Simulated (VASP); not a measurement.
# Cr (Fd-3m) in VASP: further runs

Cr is run at these levels: PBE; tasks: single point.

Program: VASP 6.6.1. These are calculated values, not measurements. Logs are shortened: lines on timing, memory, paths and dates and some standing lists are left out, and cuts for length are marked.

## 1. The cell of the first run

It takes space group Fd-3m (No. 227, cubic). Conventional cell: a = 4.887 Å, b = 4.887 Å, c = 4.887 Å, α = 90.00°, β = 90.00°, γ = 90.00°. Within 2.8 Å of Cr (site symmetry -43m) lie 4 Cr at 2.12 Å.

## 2. Single point, PBE (volume scaled by 0.88)

Contents of INCAR:

```
PREC = Accurate ; ENCUT = 520
EDIFF = 1E-6 ; ISMEAR = -1
SIGMA = 0.1 ; LREAL = False
LASPH = True ; NELM = 100
ALGO = Normal ; ISIF = 2
LWAVE = False ; LCHARG = False
GGA = PE ; NBANDS = 19
```

Contents of KPOINTS:

```
regular mesh
0
Gamma
  12 12 12
```

Contents of POSCAR:

```
Cr
1.0
    0.0000000000      2.4435361623      2.4435361623
    2.4435361623      0.0000000000      2.4435361623
    2.4435361623      2.4435361623      0.0000000000
Cr
2
Direct
    0.1250000000      0.1250000000      0.1250000000
    0.8750000000      0.8750000000      0.8750000000
```

Potentials or basis: VASP PAW PBE potentials, release 64 (Cr_pv).

On the command line:

```bash
> cat potpaw_PBE.64/Cr_pv/POTCAR > POTCAR
> mpirun -np 1 vasp_std > vasp.out
```

OUTCAR:

```text
PREC = Accurate
   ENCUT = 520
   EDIFF = 1E-6
   ISMEAR = -1
   LREAL = False
   LASPH = True
   NELM = 100
   ISIF = 2
   GGA = PE

 ion  position               nearest neighbor table
   1  0.125  0.125  0.125-   2 2.12   2 2.12   2 2.12   2 2.12
   2  0.875  0.875  0.875-   1 2.12   1 2.12   1 2.12   1 2.12

  LATTYP: Found a face centered cubic cell.
 ALAT       =     4.8870723246

  Lattice vectors:

 A1 = (   0.0000000000,   2.4435361623,   2.4435361623)
 A2 = (   2.4435361623,   0.0000000000,   2.4435361623)
 A3 = (   2.4435361623,   2.4435361623,   0.0000000000)

Analysis of symmetry for initial positions (statically):
=====================================================================
 Subroutine PRICEL returns:
 Original cell was already a primitive cell.

 Routine SETGRP: Setting up the symmetry group for a
 face centered cubic supercell.

 Subroutine GETGRP returns: Found 48 space group operations
 (whereof 12 operations were pure point group operations)
 out of a pool of 48 trial point group operations.

The static configuration has the point symmetry D_3d.
 The point group associated with its full space group is O_h .

Analysis of symmetry for dynamics (positions and initial velocities):
=====================================================================
 Subroutine PRICEL returns:
 Original cell was already a primitive cell.

 Routine SETGRP: Setting up the symmetry group for a
 face centered cubic supercell.

 Subroutine GETGRP returns: Found 48 space group operations
 (whereof 12 operations were pure point group operations)
 out of a pool of 48 trial point group operations.

The dynamic configuration has the point symmetry D_3d.
 The point group associated with its full space group is O_h .

 Subroutine INISYM returns: Found 48 space group operations
 (whereof 12 operations are pure point group operations),
 and found     1 'primitive' translations

----------------------------------------------------------------------------------------

                                     Primitive cell

  volume of cell :      29.1801

  direct lattice vectors                    reciprocal lattice vectors
     0.000000000  2.443536162  2.443536162    -0.204621486  0.204621486  0.204621486
     2.443536162  0.000000000  2.443536162     0.204621486 -0.204621486  0.204621486
     2.443536162  2.443536162  0.000000000     0.204621486  0.204621486 -0.204621486

  length of vectors
     3.455681981  3.455681981  3.455681981     0.354414810  0.354414810  0.354414810

  position of ions in fractional coordinates (direct lattice)
     0.125000000  0.125000000  0.125000000
     0.875000000  0.875000000  0.875000000

  ion indices of the primitive-cell ions
   primitive index   ion index
                 1           1
                 2           2

----------------------------------------------------------------------------------------

 KPOINTS: regular mesh

Automatic generation of k-mesh.
 Grid dimensions read from file:
 generate k-points for:   12   12   12

 Generating k-lattice:

  Cartesian coordinates                     Fractional coordinates (reciprocal lattice)
    -0.017051790  0.017051790  0.017051790     0.083333333  0.000000000  0.000000000
     0.017051790 -0.017051790  0.017051790     0.000000000  0.083333333  0.000000000
     0.017051790  0.017051790 -0.017051790     0.000000000  0.000000000  0.083333333

  Length of vectors
     0.029534567  0.029534567  0.029534567

  Shift w.r.t. Gamma in fractional coordinates (k-lattice)
     0.000000000  0.000000000  0.000000000

 Subroutine IBZKPT returns following result:
 ===========================================

 Found     72 irreducible k-points:

 Following reciprocal coordinates:
            Coordinates               Weight
  0.000000  0.000000  0.000000      1.000000
  0.083333  0.000000  0.000000      8.000000
  0.166667  0.000000  0.000000      8.000000
  0.250000  0.000000  0.000000      8.000000
  0.333333  0.000000  0.000000      8.000000
  0.416667  0.000000  0.000000      8.000000
[... 16 lines left out ...]
  0.500000  0.166667  0.000000     24.000000
 -0.416667  0.166667  0.000000     24.000000
 [... further k-points ...]
   k-points           NKPTS =     72   k-points in BZ     NKDIM =     72   number of bands    NBANDS=     19
   number of dos      NEDOS =    301   number of ions     NIONS =      2
   total plane-waves  NPLWV =  21952
   dimension x,y,z NGX =    28 NGY =   28 NGZ =   28
   dimension x,y,z NGXF=    56 NGYF=   56 NGZF=   56
   ions per type =               2
   NGX,Y,Z   is equivalent  to a cutoff of  13.47, 13.47, 13.47 a.u.
   NGXF,Y,Z  is equivalent  to a cutoff of  26.94, 26.94, 26.94 a.u.
 SYSTEM =  unknown system
   PREC   = accura    normal or accurate (medium, high low for compatibility)
   ISTART =      0    job   : 0-new  1-cont  2-samecut
   ICHARG =      2    charge: 1-file 2-atom 10-const
   ISPIN  =      1    spin polarized calculation?
   LNONCOLLINEAR =      F non collinear calculations
   LSORBIT =      F    spin-orbit coupling
   LASPH  =      T    aspherical Exc in radial PAW
   ENCUT  =  520.0 eV  38.22 Ry    6.18 a.u.   6.43  6.43  6.43*2*pi/ulx,y,z
   NELM   =    100;   NELMIN=  2; NELMDL= -5     # of ELM steps
   EDIFF  = 0.1E-05   stopping-criterion for ELM
   LREAL  =      F    real-space projection
   EDIFFG = 0.1E-04   stopping-criterion for IOM
   NSW    =      0    number of steps for IOM
   IBRION =     -1    ionic relax: 0-MD 1-quasi-New 2-CG
   NFREE  =      0    steps in history (QN), initial steepest desc. (CG)
   ISIF   =      2    stress and relaxation
   ISYM   =      2    0-nonsym 1-usesym 2-fastsym
   POTIM  = 0.5000    time-step for ionic-motion
   TEBEG  =    0.0;   TEEND  =   0.0 temperature during run
   PSTRESS=    0.0 pullay stress
   NELECT =      24.0000    total number of electrons
   NUPDOWN=      -1.0000    fix difference up-down
   EMIN   =  10.00;   EMAX   =-10.00  energy-range for DOS
   EFERMI =   0.00;   METHOD = LEGACY
   ISMEAR =    -1;   SIGMA  =   0.10  broadening in eV -4-tet -1-fermi 0-gaus
   EFERMI_NEDOS =   21; number of points for ismear=-14 and -15
   IALGO  =     38    algorithm
   IMIX   =      4    mixing-type and parameters
     AMIX     =   0.40;   BMIX     =  1.00
     AMIX_MAG =   1.60;   BMIX_MAG =  1.00
  volume/ion in A,a.u.               =      14.59        98.46
  Fermi-wavevector in a.u.,A,eV,Ry     =   1.533851  2.898558 32.010407  2.352699
  Thomas-Fermi vector in A             =   2.640861
   LORBIT       =      0    0 simple, 1 ext, 2 COOP (PROOUT), +10 PAW based schemes
   GGA     = PE    functional components
   LHFCALC =     F    Hartree Fock is set to
   AEXX    =    0.0000 exact exchange contribution
   IVDW    =     0    specifies the selected vdW correction
   LEPSILON=     F    determine dielectric tensor
   LRPA    =     F    only Hartree local field effects (RPA)
 non-spin polarized calculation
  energy-cutoff  :      520.00
  volume of cell :       29.18
 maximum number of plane-waves:       817
 NGX is ok and might be reduce to    28
   NGX = 13   NGY = 13   NGZ = 13

 number of electron      23.9999993 magnetization

 Free energy of the ion-electron system (eV)
  ---------------------------------------------------
  ext. energy  EPLUGINS =         0.00000000
  ---------------------------------------------------
  free energy    TOTEN  =       -14.58703697 eV

  energy without entropy =      -14.47245198  energy(sigma->0) =      -14.52974447

 E-fermi :   7.6796     XC(G=0): -11.9607

 val. band max:        7.6642723442   @ k =  -0.2500   0.4167   0.1667
 cond. band min:       7.6976398969   @ k =   0.3333   0.1667   0.0833
 fundamental gap:      0.0333675526
 Fermi energy:         7.6796201329

 k-point     1 :       0.0000    0.0000    0.0000
  band No.  band energies     occupation
      1     -35.1302      2.00000
      2     -35.1302      2.00000
      3     -35.1302      2.00000
      4     -34.0327      2.00000
      5     -34.0327      2.00000
      6     -34.0327      2.00000
[... 11 lines left out ...]
     18      16.1800      0.00000
     19      16.1831      0.00000

 k-point     2 :       0.0833    0.0000    0.0000
  band No.  band energies     occupation
      1     -35.1407      2.00000
      2     -35.1407      2.00000
      3     -35.1316      2.00000
      4     -34.0335      2.00000
      5     -34.0219      2.00000
      6     -34.0219      2.00000
[... 11 lines left out ...]
     18      16.1800      0.00000
     19      16.1830      0.00000

 k-point     3 :       0.1667    0.0000    0.0000
  band No.  band energies     occupation
      1     -35.1683      2.00000
      2     -35.1683      2.00000
      3     -35.1356      2.00000
      4     -34.0351      2.00000
      5     -33.9935      2.00000
      6     -33.9935      2.00000
[... 11 lines left out ...]
     18      16.1800      0.00000
     19      16.1829      0.00000

 k-point     4 :       0.2500    0.0000    0.0000
  band No.  band energies     occupation
      1     -35.2038      2.00000
      2     -35.2038      2.00000
      3     -35.1422      2.00000
      4     -34.0360      2.00000
      5     -33.9568      2.00000
      6     -33.9568      2.00000
[... 11 lines left out ...]
     18      16.1801      0.00000
     19      16.3347      0.00000

 k-point     5 :       0.3333    0.0000    0.0000
  band No.  band energies     occupation
      1     -35.2374      2.00000
      2     -35.2374      2.00000
      3     -35.1500      2.00000
      4     -34.0354      2.00000
      5     -33.9220      2.00000
      6     -33.9220      2.00000
[... 11 lines left out ...]
     18      14.4452      0.00000
     19      16.1821      0.00000
[... 334 lines left out ...]
      2     -35.2811      2.00000
      3     -35.0054      2.00000
      4     -34.1751      2.00000
      5     -33.8779      2.00000
      6     -33.8683      2.00000
[... 11 lines left out ...]
     18      15.6544      0.00000
     19      16.1810      0.00000

 k-point    22 :       0.4167    0.1667    0.0000
  band No.  band energies     occupation
      1     -35.3397      2.00000
      2     -35.3022      2.00000
      3     -34.9880      2.00000
      4     -34.1930      2.00000
      5     -33.8559      2.00000
      6     -33.8294      2.00000
[... 11 lines left out ...]
     18      13.8037      0.00000
     19      16.1825      0.00000

 k-point    23 :       0.5000    0.1667    0.0000
  band No.  band energies     occupation
      1     -35.3710      2.00000
      2     -35.3074      2.00000
      3     -34.9813      2.00000
      4     -34.1989      2.00000
      5     -33.8502      2.00000
      6     -33.8016      2.00000
[... 11 lines left out ...]
     18      12.4692      0.00000
     19      16.1826      0.00000

 k-point    24 :      -0.4167    0.1667    0.0000
  band No.  band energies     occupation
      1     -35.3826      2.00000
      2     -35.2957      2.00000
      3     -34.9884      2.00000
      4     -34.1906      2.00000
      5     -33.8619      2.00000
      6     -33.7914      2.00000
[... 11 lines left out ...]
     18      12.3024      0.00000
     19      16.1825      0.00000

 [... further k-points ...]
[... 5 lines left out ...]
  --------------------------------------------------------------------------------------
  -------------------------------------------------------------------------------------
  Total        3.1758823      3.1758823      3.1758823      0.0000000      0.0000000     -0.0000000
  in kB      174.3767894    174.3767894    174.3767894      0.0000000      0.0000000     -0.0000000
  external PRESSURE =     174.3767894 kB  Pullay stress =       0.0000000 kB

 VOLUME and BASIS-vectors are now :
 -----------------------------------------------------------------------------
  energy-cutoff  :      520.00
  volume of cell :       29.18
      direct lattice vectors                 reciprocal lattice vectors
     0.000000000  2.443536162  2.443536162    -0.204621486  0.204621486  0.204621486
     2.443536162  0.000000000  2.443536162     0.204621486 -0.204621486  0.204621486
     2.443536162  2.443536162  0.000000000     0.204621486  0.204621486 -0.204621486

 POSITION                                       TOTAL-FORCE (eV/Angst)
 -----------------------------------------------------------------------------------
      0.61088      0.61088      0.61088        -0.000000     -0.000000     -0.000000
      4.27619      4.27619      4.27619         0.000000      0.000000      0.000000
 -----------------------------------------------------------------------------------
    total drift:                                0.000000     -0.000000     -0.000000

  FREE ENERGIE OF THE ION-ELECTRON SYSTEM (eV)
  ---------------------------------------------------
  free  energy   TOTEN  =       -14.5870369655 eV

  energy  without entropy=      -14.4724519759  energy(sigma->0) =      -14.52974447
```

Wall time 29 s (1 thread of Intel Xeon Platinum 8259CL at 2.50GHz (Skylake/Cascade Lake), shared host); peak memory 0.17 GiB.

Results:

```
Free energy            : -14.5870 eV
Pressure               : 17.4 GPa
Band gap on the k mesh : zero (band 12 reaches 8.01 eV, above the bottom of band 13 at 7.36 eV)
```

Caveat: the run has no spin polarisation, though such a crystal can be magnetic.

(Continued in part 2 of 2.)
